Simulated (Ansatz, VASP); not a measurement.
MoS2: VASP beside Ansatz

Contents of INCAR:

```
SYSTEM = MoS2
  PREC = Accurate
  ENCUT = 520
  EDIFF = 1E-7
  ISMEAR = -1
  SIGMA = 0.15
  LREAL = .False.
  LASPH = .True.
  NELM = 100
  ALGO = Normal
  ISIF = 2
  LWAVE = .False.
  LCHARG = .False.
  GGA = CA
  NBANDS = 20
```

File KPOINTS:

```
Automatic mesh
0
Gamma
  11 11 11
  0 0 0
```

File POSCAR:

```
MoS2
1.0
    1.6310025824      0.9416593410      6.3485227101
   -1.6310025824      0.9416593410      6.3485227101
    0.0000000000     -1.8833197142      6.3485227101
Mo S
1 2
Direct
    0.0000000000      0.0000000000      0.0000000000
    0.2500000000      0.2500000000      0.2500000000
    0.4170000000      0.4170000000      0.4170000000
```

Input for Ansatz:

```yaml
crystal:
  lattice:
    - [1.6310025824210603, 0.9416593409607992, 6.348522710056659]
    - [-1.6310025824210603, 0.9416593409607992, 6.348522710056659]
    - [0.0, -1.8833197142017137, 6.348522710056659]
  atoms:
    - { symbol: Mo, position: [0.0, 0.0, 0.0] }
    - { symbol: S, position: [0.25, 0.25, 0.25] }
    - { symbol: S, position: [0.417, 0.417, 0.417] }
basis:
  ecutwfc: 450.0
kpoints:
  mp_grid:
    grid: [11, 11, 11]
hamiltonian:
  xc: lda
scf:
  occupations:
    method: fermi_dirac
    width: 0.15
output:
  stress: true
```

Alike in both runs: task single point; functional LDA; k mesh 11 × 11 × 11; occupations fermi-dirac, width 0.15 eV; no spin polarisation.

|  | VASP | Ansatz |
| --- | --- | --- |
| version | VASP 6.6.1 | Ansatz 0.2.0 |
| potentials or method | VASP PAW LDA potentials, release 64 (Mo_sv, S), cutoff 520 eV | plane waves, PAW |
| valence electrons in the cell | 26 | 26 |

```tsv
	VASP	Ansatz	Ansatz less VASP
pressure (GPa)	-14.0	-14.1	-0.11
traceless stress, the component that is largest in VASP (GPa)	0.58	0.59	+0.011
```

LDA's correlation is that of Perdew and Zunger in VASP and of Perdew and Wang (1992) in Ansatz.
